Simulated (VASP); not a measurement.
# MnSb (P6_3/mmc) in VASP: electric field gradients with PBE

Aim: the electric field gradients of MnSb with PBE.

Program: VASP 6.6.1. These are calculated values, not measurements. Logs are shortened: lines on timing, memory, paths and dates and some standing lists are left out, and cuts for length are marked.

## 1. The cell of the first run

The structure is hexagonal, space group P6_3/mmc (No. 194). Conventional cell: a = 4.130 Å, b = 4.130 Å, c = 5.800 Å, α = 90.00°, β = 90.00°, γ = 120.00°. Within 3.7 Å of Mn (site symmetry -3m) lie 6 Sb at 2.79 Å and 2 Mn at 2.90 Å. Sb (site symmetry -6m2) has 6 Mn at 2.79 Å and 6 Sb at 3.75 Å within 3.8 Å.

## 2. Electric field gradients, PBE, collinear spin, ferromagnetic start

INCAR

```
SYSTEM = MnSb
PREC = Accurate
ENCUT = 520
EDIFF = 1E-8
ISMEAR = -1
SIGMA = 0.08
LREAL = .FALSE.
LASPH = .TRUE.
NELM = 150
ALGO = Normal
ISIF = 2
LWAVE = .FALSE.
LCHARG = .FALSE.
ISPIN = 2
MAGMOM = 4 4 0 0
LORBIT = 11
LMAXMIX = 4
GGA = PE
LEFG = .TRUE.
NBANDS = 30
```

KPOINTS

```
regular mesh
0
G
  9 9 6
  0 0 0
```

POSCAR

```
MnSb
1.0
    4.1299978706      0.0000000000      0.0000000000
   -2.0649989353      3.5766830735      0.0000000000
    0.0000000000      0.0000000000      5.8000000000
Mn Sb
2 2
Direct
    0.0000000000      0.0000000000      0.0000000000
    0.0000000000      0.0000000000      0.5000000000
    0.3333333333      0.6666666667      0.2500000000
    0.6666666667      0.3333333333      0.7500000000
```

Potentials or basis: VASP PAW PBE potentials, release 64 (Mn_pv, Sb).

Run with:

```sh
$ cat potpaw_PBE.64/Mn_pv/POTCAR potpaw_PBE.64/Sb/POTCAR > POTCAR
$ mpirun -np 1 vasp_std > vasp.out
```

OUTCAR:

```text
SYSTEM = MnSb
   PREC = Accurate
   ENCUT = 520
   EDIFF = 1E-8
   ISMEAR = -1
   LREAL = .FALSE.
   LASPH = .TRUE.
   NELM = 150
   ISIF = 2
   ISPIN = 2
   LORBIT = 11
   GGA = PE

 ion  position               nearest neighbor table
   1  0.000  0.000  0.000-   3 2.79   4 2.79   3 2.79   4 2.79   4 2.79   3 2.79   2 2.90   2 2.90

   2  0.000  0.000  0.500-   3 2.79   4 2.79   3 2.79   4 2.79   4 2.79   3 2.79   1 2.90   1 2.90

   3  0.333  0.667  0.250-   1 2.79   2 2.79   1 2.79   2 2.79   1 2.79   2 2.79   4 3.75   4 3.75
                             4 3.75   4 3.75   4 3.75   4 3.75
   4  0.667  0.333  0.750-   1 2.79   2 2.79   1 2.79   2 2.79   1 2.79   2 2.79   3 3.75   3 3.75
                             3 3.75   3 3.75   3 3.75   3 3.75

  LATTYP: Found a hexagonal cell.
 ALAT       =     4.1299978706
 C/A-ratio  =     1.4043590776

  Lattice vectors:

 A1 = (   4.1299978706,   0.0000000000,   0.0000000000)
 A2 = (  -2.0649989353,   3.5766830735,   0.0000000000)
 A3 = (   0.0000000000,   0.0000000000,   5.8000000000)

Analysis of symmetry for initial positions (statically):
=====================================================================
 Subroutine PRICEL returns:
 Original cell was already a primitive cell.

 Routine SETGRP: Setting up the symmetry group for a
 hexagonal supercell.

 Subroutine GETGRP returns: Found 24 space group operations
 (whereof 12 operations were pure point group operations)
 out of a pool of 24 trial point group operations.

The static configuration has the point symmetry D_3d.
 The point group associated with its full space group is D_6h.

Analysis of symmetry for dynamics (positions and initial velocities):
=====================================================================
 Subroutine PRICEL returns:
 Original cell was already a primitive cell.

 Routine SETGRP: Setting up the symmetry group for a
 hexagonal supercell.

 Subroutine GETGRP returns: Found 24 space group operations
 (whereof 12 operations were pure point group operations)
 out of a pool of 24 trial point group operations.

The dynamic configuration has the point symmetry D_3d.
 The point group associated with its full space group is D_6h.

Analysis of structural, dynamic, and magnetic symmetry:
=====================================================================
 Subroutine PRICEL returns:
 Original cell was already a primitive cell.

 Routine SETGRP: Setting up the symmetry group for a
 hexagonal supercell.

 Subroutine GETGRP returns: Found 24 space group operations
 (whereof 12 operations were pure point group operations)
 out of a pool of 24 trial point group operations.

The overall configuration has the point symmetry D_3d.
 The point group associated with its full space group is D_6h.

 Subroutine INISYM returns: Found 24 space group operations
 (whereof 12 operations are pure point group operations),
 and found     1 'primitive' translations

----------------------------------------------------------------------------------------

                                     Primitive cell

  volume of cell :      85.6758

  direct lattice vectors                    reciprocal lattice vectors
     4.129997871  0.000000000  0.000000000     0.242130875  0.139794326  0.000000000
    -2.064998935  3.576683073  0.000000000     0.000000000  0.279588652  0.000000000
     0.000000000  0.000000000  5.800000000     0.000000000  0.000000000  0.172413793

  length of vectors
     4.129997871  4.129997871  5.800000000     0.279588652  0.279588652  0.172413793

  position of ions in fractional coordinates (direct lattice)
     0.000000000  0.000000000  0.000000000
     0.000000000  0.000000000  0.500000000
     0.333333333  0.666666667  0.250000000
     0.666666667  0.333333333  0.750000000

  ion indices of the primitive-cell ions
   primitive index   ion index
                 1           1
                 2           2
                 3           3
                 4           4

----------------------------------------------------------------------------------------

[... 82 lines left out ...]
   EMIN   =  10.00;   EMAX   =-10.00  energy-range for DOS
   EFERMI =   0.00;   METHOD = LEGACY
   ISMEAR =    -1;   SIGMA  =   0.08  broadening in eV -4-tet -1-fermi 0-gaus
   EFERMI_NEDOS =   21; number of points for ismear=-14 and -15
   IALGO  =     38    algorithm
   IMIX   =      4    mixing-type and parameters
     AMIX     =   0.40;   BMIX     =  1.00
     AMIX_MAG =   1.60;   BMIX_MAG =  1.00
  volume/ion in A,a.u.               =      21.42       144.54
  Fermi-wavevector in a.u.,A,eV,Ry     =   1.226186  2.317155 20.456785  1.503531
  Thomas-Fermi vector in A             =   2.361196
   LORBIT       =     11    0 simple, 1 ext, 2 COOP (PROOUT), +10 PAW based schemes
   GGA     = PE    functional components
   LHFCALC =     F    Hartree Fock is set to
   AEXX    =    0.0000 exact exchange contribution
   IVDW    =     0    specifies the selected vdW correction
   LEPSILON=     F    determine dielectric tensor
   LRPA    =     F    only Hartree local field effects (RPA)
 spin polarized calculation
  energy-cutoff  :      520.00
  volume of cell :       85.68
 maximum number of plane-waves:      2350
 NGX is ok and might be reduce to    32
   NGX = 15   NGY = 15   NGZ = 21

 number of electron      36.0000014 magnetization       6.6385486

 Free energy of the ion-electron system (eV)
  ---------------------------------------------------
  ext. energy  EPLUGINS =         0.00000000
  ---------------------------------------------------
  free energy    TOTEN  =       -26.34652514 eV

  energy without entropy =      -26.30160685  energy(sigma->0) =      -26.32406599

 E-fermi :   7.7551     XC(G=0): -10.6389

 val. band max:        7.7429190877   @ k =   0.0000   0.0000   0.0000
 cond. band min:       7.8016972562   @ k =   0.2222   0.2222   0.3333
 fundamental gap:      0.0587781686
 Fermi energy:         7.7551395923

 spin component 1

 k-point     1 :       0.0000    0.0000    0.0000
  band No.  band energies     occupation
      1     -42.2028      1.00000
      2     -42.2028      1.00000
      3     -42.1957      1.00000
      4     -42.1957      1.00000
      5     -41.9667      1.00000
      6     -41.8901      1.00000
[... 781 lines left out ...]
     29      16.2436      0.00000
     30      16.2437      0.00000

 [... further k-points ...]

 spin component 2

 k-point     1 :       0.0000    0.0000    0.0000
  band No.  band energies     occupation
      1     -38.5936      1.00000
      2     -38.5936      1.00000
      3     -38.5849      1.00000
      4     -38.5849      1.00000
      5     -38.5313      1.00000
      6     -38.4402      1.00000
[... 781 lines left out ...]
     29      16.4445      0.00000
     30      16.7741      0.00000

 [... further k-points ...]
[... 5 lines left out ...]
  --------------------------------------------------------------------------------------
  -------------------------------------------------------------------------------------
  Total       -1.2952871     -1.2952871     -2.1874794      0.0000000     -0.0000000     -0.0000000
  in kB      -24.2224653    -24.2224653    -40.9068715      0.0000000     -0.0000000     -0.0000000
  external PRESSURE =     -29.7839340 kB  Pullay stress =       0.0000000 kB

 VOLUME and BASIS-vectors are now :
 -----------------------------------------------------------------------------
  energy-cutoff  :      520.00
  volume of cell :       85.68
      direct lattice vectors                 reciprocal lattice vectors
     4.129997871  0.000000000  0.000000000     0.242130875  0.139794326  0.000000000
    -2.064998935  3.576683073  0.000000000     0.000000000  0.279588652  0.000000000
     0.000000000  0.000000000  5.800000000     0.000000000  0.000000000  0.172413793

 POSITION                                       TOTAL-FORCE (eV/Angst)
 -----------------------------------------------------------------------------------
      0.00000      0.00000      0.00000        -0.000000      0.000000      0.000000
      0.00000      0.00000      2.90000        -0.000000      0.000000      0.000000
     -0.00000      2.38446      1.45000         0.000000     -0.000000     -0.000000
      2.06500      1.19223      4.35000        -0.000000      0.000000      0.000000
 -----------------------------------------------------------------------------------
    total drift:                                0.000000     -0.000000      0.000000

  FREE ENERGIE OF THE ION-ELECTRON SYSTEM (eV)
  ---------------------------------------------------
  free  energy   TOTEN  =       -26.3465251400 eV

  energy  without entropy=      -26.3016068480  energy(sigma->0) =      -26.32406599

 Electric field gradients (V/A^2)
---------------------------------------------------------------------
 ion       V_xx      V_yy      V_zz      V_xy      V_xz      V_yz
---------------------------------------------------------------------
   1      20.318    20.314   -40.632    -0.004     0.000    -0.000
   2      20.318    20.314   -40.632    -0.004    -0.000     0.000
   3     -20.854   -20.854    41.709    -0.000     0.000     0.000
   4     -20.854   -20.854    41.709    -0.000    -0.000     0.000
---------------------------------------------------------------------

 Electric field gradients after diagonalization (V/A^2)
 (convention: |V_zz| > |V_xx| > |V_yy|)
----------------------------------------------------------------------
 ion       V_xx      V_yy      V_zz     asymmetry (V_yy - V_xx)/ V_zz
----------------------------------------------------------------------
   1      20.320    20.312   -40.632       0.000
   2      20.320    20.312   -40.632       0.000
   3     -20.854   -20.854    41.709       0.000
   4     -20.854   -20.854    41.709       0.000
----------------------------------------------------------------------

           NMR quadrupolar parameters

 Cq : quadrupolar parameter    Cq=e*Q*V_zz/h
 eta: asymmetry parameters     (V_yy - V_xx)/ V_zz
 Q  : nuclear electric quadrupole moment in mb (millibarn)
----------------------------------------------------------------------
 ion       Cq(MHz)       eta       Q (mb)
----------------------------------------------------------------------
   1      -0.098       0.000       1.000
   2      -0.098       0.000       1.000
   3       0.101       0.000       1.000
   4       0.101       0.000       1.000
----------------------------------------------------------------------

 total charge

# of ion       s       p       d       tot
------------------------------------------
    1        0.273   6.209   5.039  11.520
    2        0.273   6.209   5.039  11.520
    3        1.141   1.266   0.041   2.448
    4        1.141   1.266   0.041   2.448
--------------------------------------------------
tot          2.828  14.949  10.161  27.938

 magnetization (x)

# of ion       s       p       d       tot
------------------------------------------
    1        0.036   0.025   3.314   3.376
    2        0.036   0.025   3.314   3.376
    3        0.011  -0.147   0.005  -0.130
    4        0.011  -0.147   0.005  -0.130
--------------------------------------------------
tot          0.095  -0.243   6.639   6.491
```

Run time: 2.5 min. Hardware: 1 thread of Intel Xeon 6975P-C (Granite Rapids), shared host; peak memory 0.37 GiB.

What came out:

```yaml
Free_energy: -26.3465 eV
Pressure: -3.0 GPa
Net_moment: 6.64 μB per cell
Site_moments: Mn +3.38; Sb -0.13 μB
Largest_electric_field_gradient_by_atom: Mn -40.6; Sb +41.7 V/Å²
Valence_electrons_inside_the_program's_atomic_spheres: Mn 11.52; Sb 2.45
```

Stress tensor (GPa, compression positive):
```
-2.42  0.00  0.00
 0.00 -2.42  0.00
 0.00  0.00 -4.09
```

Levels at points of the mesh, in eV from the Fermi level:
Spin up:
```
           k point  band 17  band 18  band 19  band 20  band 21  band 22  band 23  band 24  band 25  band 26
(0.00, 0.00, 0.00)    -1.90    -1.90    -0.56     0.51     0.51     2.29     2.29     2.58     3.06     4.39
(0.00, 0.00, 0.50)    -2.56    -2.56    -0.63    -0.63     1.74     1.74     1.74     1.74     4.60     4.60
```
Spin down:
| k point | band 11 | band 12 | band 13 | band 14 | band 15 | band 16 | band 17 | band 18 | band 19 | band 20 |
| --- | --- | --- | --- | --- | --- | --- | --- | --- | --- | --- |
| (0.00, 0.00, 0.00) | -2.45 | -0.92 | -0.01 | -0.01 | 0.26 | 0.26 | 0.56 | 0.56 | 1.40 | 1.40 |
| (0.00, 0.00, 0.50) | -1.64 | -1.64 | -1.64 | -1.64 | 0.51 | 0.51 | 0.51 | 0.51 | 0.80 | 0.80 |

Electric field gradients, principal values (V/Å²):
| atom | least | middle | greatest (by size) |
| --- | --- | --- | --- |
| 1 Mn | 20.312 | 20.320 | -40.632 |
| 2 Mn | 20.312 | 20.320 | -40.632 |
| 3 Sb | -20.854 | -20.854 | 41.709 |
| 4 Sb | -20.854 | -20.854 | 41.709 |

Caveat: without QUAD_EFG the Cq values of the log hold for a quadrupole moment of 1 mb, not for the nuclei; spin-orbit coupling is left out, which moves the levels of the heavy elements; the run started ferromagnetic, and an antiferromagnetic order may lie lower in energy.
